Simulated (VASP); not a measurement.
# AgO (I-4m2) in VASP: notebook, part 2 of 2

VASP 6.6.1.

### Step 3. Single point, PBEsol (strain -0.0750 x Voigt [1, 1, 0, 0, 0, 0])

File INCAR:

```
PREC = Accurate
ENCUT = 520
EDIFF = 1E-6
ISMEAR = 0
SIGMA = 0.15
LREAL = F
LASPH = T
NELM = 60
ALGO = Normal
ISIF = 2
LWAVE = F
LCHARG = T
GGA = PS
LELF = T
LVHAR = T
NBANDS = 16
```

File KPOINTS:

```
regular mesh
0
Gamma
  20 20 20
```

File POSCAR:

```
AgO
1.0
    0.0000000000      2.2890678503      2.4746679463
    2.2890678503      0.0000000000      2.4746679463
    2.2890678503      2.2890678503      0.0000000000
Ag O
1 1
Direct
    0.0000000000      0.0000000000      0.0000000000
    0.7500000000      0.7500000000      0.7500000000
```

Potentials or basis: VASP PAW PBE potentials, release 64 (Ag, O).

Started as:

```console
$ cat potpaw_PBE.64/Ag/POTCAR potpaw_PBE.64/O/POTCAR > POTCAR
$ mpirun -np 1 vasp_std > vasp.out
```

OUTCAR:

```text
PREC = Accurate
   ENCUT = 520
   EDIFF = 1E-6
   ISMEAR = 0
   LREAL = F
   LASPH = T
   NELM = 60
   ISIF = 2
   GGA = PS

 ion  position               nearest neighbor table
   1  0.000  0.000  0.000-   2 2.04   2 2.04   2 2.04   2 2.04
   2  0.750  0.750  0.750-   1 2.04   1 2.04   1 2.04   1 2.04

  LATTYP: Found a body centered tetragonal cell.
 ALAT       =     3.2372307991
 C/A-ratio  =     1.5288795269

  Lattice vectors:

 A1 = (  -2.2890678503,   0.0000000000,   2.4746679463)
 A2 = (   2.2890678503,   0.0000000000,   2.4746679463)
 A3 = (   0.0000000000,   2.2890678503,  -2.4746679463)

Analysis of symmetry for initial positions (statically):
=====================================================================
 Subroutine PRICEL returns:
 Original cell was already a primitive cell.

 Routine SETGRP: Setting up the symmetry group for a
 body centered tetragonal supercell.

 Subroutine GETGRP returns: Found  8 space group operations
 (whereof  8 operations were pure point group operations)
 out of a pool of 16 trial point group operations.

The static configuration has the point symmetry D_2d.

Analysis of symmetry for dynamics (positions and initial velocities):
=====================================================================
 Subroutine PRICEL returns:
 Original cell was already a primitive cell.

 Routine SETGRP: Setting up the symmetry group for a
 body centered tetragonal supercell.

 Subroutine GETGRP returns: Found  8 space group operations
 (whereof  8 operations were pure point group operations)
 out of a pool of 16 trial point group operations.

The dynamic configuration has the point symmetry D_2d.

 Subroutine INISYM returns: Found  8 space group operations
 (whereof  8 operations are pure point group operations),
 and found     1 'primitive' translations

----------------------------------------------------------------------------------------
[... 106 lines left out ...]
   EMIN   =  10.00;   EMAX   =-10.00  energy-range for DOS
   EFERMI =   0.00;   METHOD = LEGACY
   ISMEAR =     0;   SIGMA  =   0.15  broadening in eV -4-tet -1-fermi 0-gaus
   EFERMI_NEDOS =   21; number of points for ismear=-14 and -15
   IALGO  =     38    algorithm
   IMIX   =      4    mixing-type and parameters
     AMIX     =   0.40;   BMIX     =  1.00
     AMIX_MAG =   1.60;   BMIX_MAG =  1.00
  volume/ion in A,a.u.               =      12.97        87.50
  Fermi-wavevector in a.u.,A,eV,Ry     =   1.422120  2.687418 27.516784  2.022427
  Thomas-Fermi vector in A             =   2.542858
   LORBIT       =      0    0 simple, 1 ext, 2 COOP (PROOUT), +10 PAW based schemes
   GGA     = PS    functional components
   LHFCALC =     F    Hartree Fock is set to
   AEXX    =    0.0000 exact exchange contribution
   IVDW    =     0    specifies the selected vdW correction
   LEPSILON=     F    determine dielectric tensor
   LRPA    =     F    only Hartree local field effects (RPA)
 non-spin polarized calculation
 Gauss-broadening in eV      SIGMA  =   0.15
  energy-cutoff  :      520.00
  volume of cell :       25.93
 maximum number of plane-waves:       717
 NGX is ok and might be reduce to    28
   NGX = 13   NGY = 13   NGZ = 13

 number of electron      17.0000000 magnetization

 Free energy of the ion-electron system (eV)
  ---------------------------------------------------
  ext. energy  EPLUGINS =         0.00000000
  ---------------------------------------------------
  free energy    TOTEN  =        -7.81592007 eV

  energy without entropy =       -7.79349462  energy(sigma->0) =       -7.80470735

 E-fermi :   5.8475     XC(G=0): -11.7234

 val. band max:        5.8474840688   @ k =   0.4000  -0.0000   0.0500
 cond. band min:       5.8476297687   @ k =  -0.2500   0.1000   0.2500
 fundamental gap:      0.0001457000
 Fermi energy:         5.8475372781

 k-point     1 :       0.0000    0.0000    0.0000
  band No.  band energies     occupation
      1     -13.1268      2.00000
      2      -0.9296      2.00000
      3      -0.7673      2.00000
      4      -0.7673      2.00000
      5       2.1265      2.00000
      6       2.4391      2.00000
[... 433 lines left out ...]
      3      -0.4311      2.00000
      4      -0.2907      2.00000
      5       2.3460      2.00000
      6       2.4941      2.00000
[... 8 lines left out ...]
     15      26.1469      0.00000
     16      26.4033      0.00000

 [... further k-points ...]
[... 5 lines left out ...]
  --------------------------------------------------------------------------------------
  -------------------------------------------------------------------------------------
  Total        3.6655369      3.6655369      4.3570361      0.0000000     -0.0000000      0.0000000
  in kB      226.4560423    226.4560423    269.1767117      0.0000000     -0.0000000      0.0000000
  external PRESSURE =     240.6962654 kB  Pullay stress =       0.0000000 kB

 VOLUME and BASIS-vectors are now :
 -----------------------------------------------------------------------------
  energy-cutoff  :      520.00
  volume of cell :       25.93
      direct lattice vectors                 reciprocal lattice vectors
     0.000000000  2.289067850  2.474667946    -0.218429524  0.218429524  0.202047309
     2.289067850  0.000000000  2.474667946     0.218429524 -0.218429524  0.202047309
     2.289067850  2.289067850  0.000000000     0.218429524  0.218429524 -0.202047309

 POSITION                                       TOTAL-FORCE (eV/Angst)
 -----------------------------------------------------------------------------------
      0.00000      0.00000      0.00000         0.000000     -0.000000      0.000000
      3.43360      3.43360      3.71200        -0.000000      0.000000     -0.000000
 -----------------------------------------------------------------------------------
    total drift:                               -0.000002     -0.000002     -0.000004

  FREE ENERGIE OF THE ION-ELECTRON SYSTEM (eV)
  ---------------------------------------------------
  free  energy   TOTEN  =        -7.8159200730 eV

  energy  without entropy=       -7.7934946205  energy(sigma->0) =       -7.80470735
```

It took 4.6 min on 1 thread of Oxide Virtual Turin-like, shared host; peak memory 0.33 GiB.

What came out:

* Free energy: -7.8159 eV
* Pressure: 24.1 GPa

Caveat: the cell differs from its parent crystal (strain -0.0750 x Voigt [1, 1, 0, 0, 0, 0]); the PAW data sets were made with another functional, which shifts forces and pressure a little; an odd number of electrons without spin polarisation forces a metal; a magnetic or distorted state may lie lower.

### Step 4. Single point, PBEsol (strain +0.0375 x Voigt [1, 1, 0, 0, 0, 0])

File INCAR:

```
PREC = Accurate
ENCUT = 520
EDIFF = 1E-6
ISMEAR = 0
SIGMA = 0.15
LREAL = False
LASPH = True
NELM = 100
ALGO = Normal
ISIF = 2
LWAVE = False
LCHARG = True
GGA = PS
LELF = True
LVHAR = True
NBANDS = 16
```

KPOINTS is that of step 3.

File POSCAR:

```
AgO
1.0
    0.0000000000      2.5674679943      2.4746679463
    2.5674679943      0.0000000000      2.4746679463
    2.5674679943      2.5674679943      0.0000000000
Ag O
1 1
Direct
    0.0000000000      0.0000000000      0.0000000000
    0.7500000000      0.7500000000      0.7500000000
```

Started as:

```console
$ cat potpaw_PBE.64/Ag/POTCAR potpaw_PBE.64/O/POTCAR > POTCAR
$ mpirun -np 1 vasp_std > vasp.out
```

It took 5.2 min on 1 thread of Oxide Virtual Turin-like, shared host; peak memory 0.4 GiB.

Results (log left out):

```yaml
Free_energy: -8.0405 eV
Pressure: -6.8 GPa
```

Stress tensor (GPa, compression positive):
```
-6.83  0.00  0.00
 0.00 -6.83  0.00
 0.00  0.00 -6.68
```

Levels at points of the mesh, in eV from the Fermi level:
| k point | band 5 | band 6 | band 7 | band 8 | band 9 | band 10 | band 11 | band 12 | band 13 | band 14 |
| --- | --- | --- | --- | --- | --- | --- | --- | --- | --- | --- |
| (0.00, 0.00, 0.00) | -2.84 | -2.75 | 0.39 | 0.71 | 0.71 | 0.78 | 13.31 | 13.31 | 13.31 | 17.96 |
| (0.50, 0.00, 0.00) | -2.67 | -2.64 | -2.50 | -0.03 | 0.00 | 5.15 | 6.61 | 12.87 | 13.40 | 15.34 |
| (0.50, 0.50, 0.00) | -2.87 | -2.53 | -1.51 | -1.18 | -1.18 | 5.85 | 8.37 | 10.84 | 12.40 | 12.40 |
| (0.50, 0.00, 0.50) | -2.95 | -2.53 | -1.67 | -1.24 | -1.08 | 5.81 | 7.97 | 11.16 | 12.51 | 12.95 |

Caveat: the cell differs from its parent crystal (strain +0.0375 x Voigt [1, 1, 0, 0, 0, 0]); the PAW data sets were made with another functional, which shifts forces and pressure a little; an odd number of electrons without spin polarisation forces a metal; a magnetic or distorted state may lie lower.

### Step 5. Single point, PBEsol (strain +0.1125 x Voigt [1, 1, 0, 0, 0, 0])

File INCAR:

```
SYSTEM = AgO
PREC     = Accurate       ! precision mode
ENCUT    = 520            ! plane-wave cutoff, eV
EDIFF    = 1E-6           ! SCF threshold, eV
ISMEAR   = 0              ! smearing method
SIGMA    = 0.15           ! smearing width, eV
LREAL    = .False.        ! projectors in reciprocal space
LASPH    = .True.         ! aspherical terms in the spheres
NELM     = 60             ! most SCF steps
ALGO     = Normal         ! electronic algorithm
ISIF     = 2              ! what is computed and relaxed
LWAVE    = .False.        ! write WAVECAR
LCHARG   = .False.        ! write CHGCAR
GGA      = PS             ! functional
NBANDS   = 16             ! bands
```

File KPOINTS:

```
Automatic mesh
0
Gamma
  20 20 20
  0 0 0
```

File POSCAR:

```
AgO
1.0
    0.0000000000      2.7530680903      2.4746679463
    2.7530680903      0.0000000000      2.4746679463
    2.7530680903      2.7530680903      0.0000000000
Ag O
1 1
Direct
    0.0000000000      0.0000000000      0.0000000000
    0.7500000000      0.7500000000      0.7500000000
```

Started as:

```console
$ cat potpaw_PBE.64/Ag/POTCAR potpaw_PBE.64/O/POTCAR > POTCAR
$ mpirun -np 1 vasp_std > vasp.out
```

Wall time 6.7 min (1 thread of Oxide Virtual Turin-like, shared host); peak memory 0.44 GiB.

Results (log left out):

```yaml
Free_energy: -7.7054 eV
Pressure: -13.7 GPa
```

Stress tensor (GPa, compression positive):
```
-14.35   0.00   0.00
  0.00 -14.35   0.00
  0.00   0.00 -12.51
```

Levels at points of the mesh, in eV from the Fermi level:
```tsv
k point	band 5	band 6	band 7	band 8	band 9	band 10	band 11	band 12	band 13	band 14
(0.00, 0.00, 0.00)	-2.56	-2.38	0.51	0.51	0.56	0.66	12.64	12.70	12.70	17.06
(0.50, 0.00, 0.00)	-2.41	-2.33	-2.20	-0.05	0.03	4.83	6.37	11.78	13.09	14.59
(0.50, 0.50, 0.00)	-2.46	-2.27	-1.15	-1.00	-1.00	5.89	7.62	10.45	11.24	11.24
(0.50, 0.00, 0.50)	-2.61	-2.30	-1.52	-1.12	-0.72	5.69	6.94	11.05	11.59	12.70
```

Caveat: the cell differs from its parent crystal (strain +0.1125 x Voigt [1, 1, 0, 0, 0, 0]); the PAW data sets were made with another functional, which shifts forces and pressure a little; an odd number of electrons without spin polarisation forces a metal; a magnetic or distorted state may lie lower.

### Step 6. The runs side by side

| cell | gap on the mesh (eV) | pressure (GPa) |
| --- | --- | --- |
| a = 3.248, b = 3.248, c = 2.975 Å, angles 62.7, 62.7, 54.5°, 2 atoms | none | 73.4 |
| a = 3.371, b = 3.371, c = 3.237 Å, angles 61.3, 61.3, 57.4°, 2 atoms | none | 24.1 |
| a = 3.566, b = 3.566, c = 3.631 Å, angles 59.4, 59.4, 61.2°, 2 atoms | none | -6.8 |
| a = 3.702, b = 3.702, c = 3.893 Å, angles 58.3, 58.3, 63.5°, 2 atoms | none | -13.7 |

Alike in all rows: task single point; level PBEsol; potentials or basis VASP PAW PBE potentials, release 64 (Ag, O); no spin polarisation; k mesh 20 × 20 × 20; cutoff (eV) 520; smearing gaussian 0.15 eV.

Caveats: the PAW data sets were made with another functional, which shifts forces and pressure a little; an odd number of electrons without spin polarisation forces a metal; a magnetic or distorted state may lie lower.

Total energies depend on the potentials used, so only differences within one code and one set of settings carry meaning.
